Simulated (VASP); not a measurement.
# PtSe2 (Sudovikovite) (P-3m1) in VASP: a series of runs, part 2 of 2

VASP 6.6.1. Earlier steps stand in the parts before.

## Step 6: Summary

```csv
smearing,gap on the mesh (eV),pressure (GPa),largest force (eV/Å)
fermi-dirac 0.3 eV,none,7.7,0.67
fermi-dirac 0.2 eV,none,7.4,0.61
fermi-dirac 0.1 eV,none,7.3,0.58
fermi-dirac 0.05 eV,none,7.3,0.58
```

Alike in all rows: task single point; level PBE; potentials or basis VASP PAW PBE potentials, release 64 (Pt, Se); no spin polarisation; cell as given; k mesh 9 × 9 × 6; cutoff (eV) 520.

Every run on the cell as given and a fine mesh finds a metal.

Caveats: spin-orbit coupling is left out, which moves the levels of the heavy elements.

Absolute energies hang on the potentials; compare differences alone.
